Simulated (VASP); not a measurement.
# HfC (rocksalt type) (Fm-3m) in VASP: further runs

HfC (rocksalt type) is run at these levels: PBE; tasks: single point.

Program: VASP 6.6.1. These are calculated values, not measurements. Logs are shortened: lines on timing, memory, paths and dates and some standing lists are left out, and cuts for length are marked.

## Step 1: The cell of the first run

The structure is cubic, space group Fm-3m (No. 225). Conventional cell: a = 3.968 Å, b = 3.968 Å, c = 3.968 Å, α = 90.00°, β = 90.00°, γ = 90.00°. Within 2.6 Å of Hf (site symmetry m-3m) lie 6 C at 1.98 Å. Within 2.6 Å of C (site symmetry m-3m) lie 6 Hf at 1.98 Å.

## Step 2: Single point, PBE

Input file INCAR:

```
  PREC = Accurate
  ENCUT = 520
  EDIFF = 1E-7
  ISMEAR = -1
  SIGMA = 0.05
  LREAL = False
  LASPH = True
  NELM = 60
  ALGO = Normal
  ISIF = 2
  LWAVE = False
  LCHARG = False
  GGA = PE
  NBANDS = 14
```

Input file KPOINTS:

```
regular mesh
0
Gamma
  18 18 18
```

Input file POSCAR:

```
HfC
1.0
    0.0000000000      1.9840823999      1.9840823999
    1.9840823999      0.0000000000      1.9840823999
    1.9840823999      1.9840823999      0.0000000000
Hf C
1 1
Direct
    0.0000000000      0.0000000000      0.0000000000
    0.5000000000      0.5000000000      0.5000000000
```

Potentials or basis: VASP PAW PBE potentials, release 64 (Hf_pv, C).

Launch:

```sh
$ cat potpaw_PBE.64/Hf_pv/POTCAR potpaw_PBE.64/C/POTCAR > POTCAR
$ mpirun -np 1 vasp_std > vasp.out
```

OUTCAR:

```text
PREC = Accurate
   ENCUT = 520
   EDIFF = 1E-7
   ISMEAR = -1
   LREAL = False
   LASPH = True
   NELM = 60
   ISIF = 2
   GGA = PE

 ion  position               nearest neighbor table
   1  0.000  0.000  0.000-   2 1.98   2 1.98   2 1.98   2 1.98   2 1.98   2 1.98
   2  0.500  0.500  0.500-   1 1.98   1 1.98   1 1.98   1 1.98   1 1.98   1 1.98

  LATTYP: Found a face centered cubic cell.
 ALAT       =     3.9681647998

  Lattice vectors:

 A1 = (   0.0000000000,   1.9840823999,   1.9840823999)
 A2 = (   1.9840823999,   0.0000000000,   1.9840823999)
 A3 = (   1.9840823999,   1.9840823999,   0.0000000000)

Analysis of symmetry for initial positions (statically):
=====================================================================
 Subroutine PRICEL returns:
 Original cell was already a primitive cell.

 Routine SETGRP: Setting up the symmetry group for a
 face centered cubic supercell.

 Subroutine GETGRP returns: Found 48 space group operations
 (whereof 48 operations were pure point group operations)
 out of a pool of 48 trial point group operations.

The static configuration has the point symmetry O_h .

Analysis of symmetry for dynamics (positions and initial velocities):
=====================================================================
 Subroutine PRICEL returns:
 Original cell was already a primitive cell.

 Routine SETGRP: Setting up the symmetry group for a
 face centered cubic supercell.

 Subroutine GETGRP returns: Found 48 space group operations
 (whereof 48 operations were pure point group operations)
 out of a pool of 48 trial point group operations.

The dynamic configuration has the point symmetry O_h .

 Subroutine INISYM returns: Found 48 space group operations
 (whereof 48 operations are pure point group operations),
 and found     1 'primitive' translations

----------------------------------------------------------------------------------------

                                     Primitive cell

  volume of cell :      15.6210

  direct lattice vectors                    reciprocal lattice vectors
     0.000000000  1.984082400  1.984082400    -0.252005663  0.252005663  0.252005663
     1.984082400  0.000000000  1.984082400     0.252005663 -0.252005663  0.252005663
     1.984082400  1.984082400  0.000000000     0.252005663  0.252005663 -0.252005663

  length of vectors
     2.805916239  2.805916239  2.805916239     0.436486612  0.436486612  0.436486612

  position of ions in fractional coordinates (direct lattice)
     0.000000000  0.000000000  0.000000000
     0.500000000  0.500000000  0.500000000

  ion indices of the primitive-cell ions
   primitive index   ion index
                 1           1
                 2           2

----------------------------------------------------------------------------------------

 KPOINTS: regular mesh

Automatic generation of k-mesh.
 Grid dimensions read from file:
 generate k-points for:   18   18   18

 Generating k-lattice:

  Cartesian coordinates                     Fractional coordinates (reciprocal lattice)
    -0.014000315  0.014000315  0.014000315     0.055555556  0.000000000  0.000000000
     0.014000315 -0.014000315  0.014000315     0.000000000  0.055555556  0.000000000
     0.014000315  0.014000315 -0.014000315     0.000000000  0.000000000  0.055555556

  Length of vectors
     0.024249256  0.024249256  0.024249256

  Shift w.r.t. Gamma in fractional coordinates (k-lattice)
     0.000000000  0.000000000  0.000000000

 Subroutine IBZKPT returns following result:
 ===========================================

 Found    195 irreducible k-points:

 Following reciprocal coordinates:
            Coordinates               Weight
  0.000000  0.000000  0.000000      1.000000
  0.055556  0.000000  0.000000      8.000000
  0.111111  0.000000  0.000000      8.000000
  0.166667  0.000000  0.000000      8.000000
  0.222222  0.000000  0.000000      8.000000
  0.277778  0.000000  0.000000      8.000000
[... 16 lines left out ...]
 -0.277778  0.055556  0.000000     24.000000
 -0.222222  0.055556  0.000000     24.000000
 [... further k-points ...]
   k-points           NKPTS =    195   k-points in BZ     NKDIM =    195   number of bands    NBANDS=     14
   number of dos      NEDOS =    301   number of ions     NIONS =      2
   total plane-waves  NPLWV =  13824
   dimension x,y,z NGX =    24 NGY =   24 NGZ =   24
   dimension x,y,z NGXF=    48 NGYF=   48 NGZF=   48
   ions per type =               1   1
   NGX,Y,Z   is equivalent  to a cutoff of  14.22, 14.22, 14.22 a.u.
   NGXF,Y,Z  is equivalent  to a cutoff of  28.44, 28.44, 28.44 a.u.
 SYSTEM =  unknown system
   PREC   = accura    normal or accurate (medium, high low for compatibility)
   ISTART =      0    job   : 0-new  1-cont  2-samecut
   ICHARG =      2    charge: 1-file 2-atom 10-const
   ISPIN  =      1    spin polarized calculation?
   LNONCOLLINEAR =      F non collinear calculations
   LSORBIT =      F    spin-orbit coupling
   LASPH  =      T    aspherical Exc in radial PAW
   ENCUT  =  520.0 eV  38.22 Ry    6.18 a.u.   5.22  5.22  5.22*2*pi/ulx,y,z
   NELM   =     60;   NELMIN=  2; NELMDL= -5     # of ELM steps
   EDIFF  = 0.1E-06   stopping-criterion for ELM
   LREAL  =      F    real-space projection
   EDIFFG = 0.1E-05   stopping-criterion for IOM
   NSW    =      0    number of steps for IOM
   IBRION =     -1    ionic relax: 0-MD 1-quasi-New 2-CG
   NFREE  =      0    steps in history (QN), initial steepest desc. (CG)
   ISIF   =      2    stress and relaxation
   ISYM   =      2    0-nonsym 1-usesym 2-fastsym
   POTIM  = 0.5000    time-step for ionic-motion
   TEBEG  =    0.0;   TEEND  =   0.0 temperature during run
   PSTRESS=    0.0 pullay stress
   NELECT =      14.0000    total number of electrons
   NUPDOWN=      -1.0000    fix difference up-down
   EMIN   =  10.00;   EMAX   =-10.00  energy-range for DOS
   EFERMI =   0.00;   METHOD = LEGACY
   ISMEAR =    -1;   SIGMA  =   0.05  broadening in eV -4-tet -1-fermi 0-gaus
   EFERMI_NEDOS =   21; number of points for ismear=-14 and -15
   IALGO  =     38    algorithm
   IMIX   =      4    mixing-type and parameters
     AMIX     =   0.40;   BMIX     =  1.00
     AMIX_MAG =   1.60;   BMIX_MAG =  1.00
  volume/ion in A,a.u.               =       7.81        52.71
  Fermi-wavevector in a.u.,A,eV,Ry     =   1.578391  2.982726 33.896422  2.491317
  Thomas-Fermi vector in A             =   2.678929
   LORBIT       =      0    0 simple, 1 ext, 2 COOP (PROOUT), +10 PAW based schemes
   GGA     = PE    functional components
   LHFCALC =     F    Hartree Fock is set to
   AEXX    =    0.0000 exact exchange contribution
   IVDW    =     0    specifies the selected vdW correction
   LEPSILON=     F    determine dielectric tensor
   LRPA    =     F    only Hartree local field effects (RPA)
 non-spin polarized calculation
  energy-cutoff  :      520.00
  volume of cell :       15.62
 maximum number of plane-waves:       444
 NGX is ok and might be reduce to    24
   NGX = 11   NGY = 11   NGZ = 11

 number of electron      14.0000000 magnetization

 Free energy of the ion-electron system (eV)
  ---------------------------------------------------
  ext. energy  EPLUGINS =         0.00000000
  ---------------------------------------------------
  free energy    TOTEN  =       -15.26327277 eV

  energy without entropy =      -15.26160009  energy(sigma->0) =      -15.26243643

 E-fermi :  10.4775     XC(G=0): -14.8276

 val. band max:       10.4490271827   @ k =   0.3333   0.3333   0.0000
 cond. band min:      10.4804673276   @ k =  -0.4444   0.5000   0.0556
 fundamental gap:      0.0314401449
 Fermi energy:        10.4774566211

 k-point     1 :       0.0000    0.0000    0.0000
  band No.  band energies     occupation
      1     -17.0649      2.00000
      2     -17.0649      2.00000
      3     -17.0649      2.00000
      4      -4.1583      2.00000
      5      11.3977      0.00000
      6      11.3977      0.00000
      7      11.3977      0.00000
      8      11.5664      0.00000
      9      11.5664      0.00000
     10      11.5664      0.00000
     11      15.0984      0.00000
     12      15.0984      0.00000
     13      22.6314      0.00000
     14      23.7893      0.00000

 k-point     2 :       0.0556    0.0000    0.0000
  band No.  band energies     occupation
      1     -17.1970      2.00000
      2     -17.0732      2.00000
      3     -17.0732      2.00000
      4      -3.9706      2.00000
      5      10.4089      1.59516
      6      10.7373      0.01101
      7      10.7373      0.01101
      8      11.7993      0.00000
      9      11.7993      0.00000
     10      12.3606      0.00000
     11      15.8074      0.00000
     12      15.8074      0.00000
     13      23.0214      0.00000
     14      23.9345      0.00000

 k-point     3 :       0.1111    0.0000    0.0000
  band No.  band energies     occupation
      1     -17.5602      2.00000
      2     -17.0971      2.00000
      3     -17.0971      2.00000
      4      -3.4453      2.00000
      5       9.2440      2.00000
      6       9.6242      2.00000
      7       9.6242      2.00000
      8      12.2180      0.00000
      9      12.2181      0.00000
     10      13.0126      0.00000
     11      17.3385      0.00000
     12      17.3385      0.00000
     13      24.1355      0.00000
     14      24.3277      0.00000

 k-point     4 :       0.1667    0.0000    0.0000
  band No.  band energies     occupation
      1     -18.0749      2.00000
      2     -17.1333      2.00000
      3     -17.1333      2.00000
      4      -2.6749      2.00000
      5       8.0794      2.00000
      6       8.4937      2.00000
      7       8.4937      2.00000
      8      12.8743      0.00000
      9      12.8743      0.00000
     10      13.5233      0.00000
     11      19.1800      0.00000
     12      19.1800      0.00000
     13      24.8409      0.00000
     14      25.8252      0.00000

 k-point     5 :       0.2222    0.0000    0.0000
  band No.  band energies     occupation
      1     -18.6517      2.00000
      2     -17.1769      2.00000
      3     -17.1769      2.00000
      4      -1.7701      2.00000
      5       6.9842      2.00000
      6       7.4754      2.00000
      7       7.4754      2.00000
      8      13.7585      0.00000
      9      13.7585      0.00000
     10      14.0264      0.00000
     11      21.1643      0.00000
[... 276 lines left out ...]
 k-point    22 :      -0.3333    0.0556    0.0000
  band No.  band energies     occupation
      1     -19.8229      2.00000
      2     -17.4113      2.00000
      3     -17.2405      2.00000
      4       0.4214      2.00000
      5       4.4902      2.00000
      6       5.5959      2.00000
      7       6.3260      2.00000
      8      15.4710      0.00000
      9      15.8607      0.00000
     10      17.6875      0.00000
     11      23.7987      0.00000
     12      24.8095      0.00000
     13      26.6824      0.00000
     14      26.8066      0.00000

 k-point    23 :      -0.2778    0.0556    0.0000
  band No.  band energies     occupation
      1     -19.3781      2.00000
      2     -17.3775      2.00000
      3     -17.1883      2.00000
      4      -0.4279      2.00000
      5       5.3491      2.00000
      6       6.1306      2.00000
      7       6.9011      2.00000
      8      14.6185      0.00000
      9      14.6336      0.00000
     10      16.4912      0.00000
     11      22.7016      0.00000
     12      24.9521      0.00000
     13      25.0677      0.00000
     14      26.6846      0.00000

 k-point    24 :      -0.2222    0.0556    0.0000
  band No.  band energies     occupation
      1     -18.8496      2.00000
      2     -17.3291      2.00000
      3     -17.1389      2.00000
      4      -1.3450      2.00000
      5       6.3368      2.00000
      6       6.8553      2.00000
      7       7.6114      2.00000
      8      13.5468      0.00000
      9      13.9841      0.00000
     10      15.3495      0.00000
     11      20.7607      0.00000
     12      22.9520      0.00000
     13      25.3956      0.00000
     14      26.6951      0.00000

 [... further k-points ...]

------------------------ aborting loop because EDIFF is reached ----------------------------------------

  FORCE on cell =-STRESS in cart. coord.  units (eV):
  Direction    XX          YY          ZZ          XY          YZ          ZX
  --------------------------------------------------------------------------------------
  -------------------------------------------------------------------------------------
  Total       28.2230241     28.2230241     28.2230241     -0.0000000     -0.0000000     -0.0000000
  in kB     2894.7097236   2894.7097236   2894.7097236     -0.0000000     -0.0000000     -0.0000000
  external PRESSURE =    2894.7097236 kB  Pullay stress =       0.0000000 kB

 VOLUME and BASIS-vectors are now :
 -----------------------------------------------------------------------------
  energy-cutoff  :      520.00
  volume of cell :       15.62
      direct lattice vectors                 reciprocal lattice vectors
     0.000000000  1.984082400  1.984082400    -0.252005663  0.252005663  0.252005663
     1.984082400  0.000000000  1.984082400     0.252005663 -0.252005663  0.252005663
     1.984082400  1.984082400  0.000000000     0.252005663  0.252005663 -0.252005663

 POSITION                                       TOTAL-FORCE (eV/Angst)
 -----------------------------------------------------------------------------------
      0.00000      0.00000      0.00000        -0.000000      0.000000     -0.000000
      1.98408      1.98408      1.98408         0.000000      0.000000      0.000000
 -----------------------------------------------------------------------------------
    total drift:                                0.000000     -0.000000     -0.000000

  FREE ENERGIE OF THE ION-ELECTRON SYSTEM (eV)
  ---------------------------------------------------
  free  energy   TOTEN  =       -15.2632727656 eV

  energy  without entropy=      -15.2616000917  energy(sigma->0) =      -15.26243643
```

Run time: 55 s. Hardware: 1 thread of Intel Xeon 8259CL, shared host; peak memory 0.18 GiB.

What came out:

```yaml
Free_energy: -15.2633 eV
Pressure: 289.5 GPa
Band_gap_on_the_k_mesh: zero (bands 7 and 8 overlap by 1.52 eV)
```

Caveat: the cell stands under pressure; spin-orbit coupling is left out, which moves the levels of the heavy elements.

## Step 3: Single point, PBE

Input file INCAR:

```
ALGO = Normal ; EDIFF = 1E-7
ENCUT = 520 ; GGA = PE
ISIF = 2 ; ISMEAR = -1
LASPH = T ; LCHARG = T
LELF = T ; LREAL = F
LVHAR = T ; LWAVE = F
NBANDS = 14 ; NELM = 60
PREC = Accurate ; SIGMA = 0.05
```

Input file KPOINTS:

```
k-points
0
Gamma
  18 18 18
```

Input file POSCAR:

```
HfC
1.0
    0.0000000000      1.9843283717      1.9843283717
    1.9843283717      0.0000000000      1.9843283717
    1.9843283717      1.9843283717      0.0000000000
Hf C
1 1
Direct
    0.0000000000      0.0000000000      0.0000000000
    0.5000000000      0.5000000000      0.5000000000
```

Potentials or basis: VASP PAW PBE potentials, release 64 (Hf_pv, C).

Launch:

```sh
$ cat potpaw_PBE.64/Hf_pv/POTCAR potpaw_PBE.64/C/POTCAR > POTCAR
$ mpirun -np 1 vasp_std > vasp.out
```

Wall time 60 s (1 thread of Intel Xeon 8259CL, shared host); peak memory 0.18 GiB.

Results (log left out):

```
Free energy            : -15.2738 eV
Pressure               : 289.0 GPa
Band gap on the k mesh : zero (bands 7 and 8 overlap by 1.52 eV)
```

Levels at points of the mesh, in eV from the Fermi level:
```csv
k point,band 5,band 6,band 7,band 8,band 9,band 10
"(0.00, 0.00, 0.00)",0.92,0.92,0.92,1.09,1.09,1.09
"(0.50, 0.00, 0.00)",-6.84,-5.44,-5.44,8.22,8.22,9.05
"(0.50, 0.50, 0.00)",-4.37,-0.77,0.81,0.81,8.24,11.06
```

Caveat: the cell stands under pressure; spin-orbit coupling is left out, which moves the levels of the heavy elements.
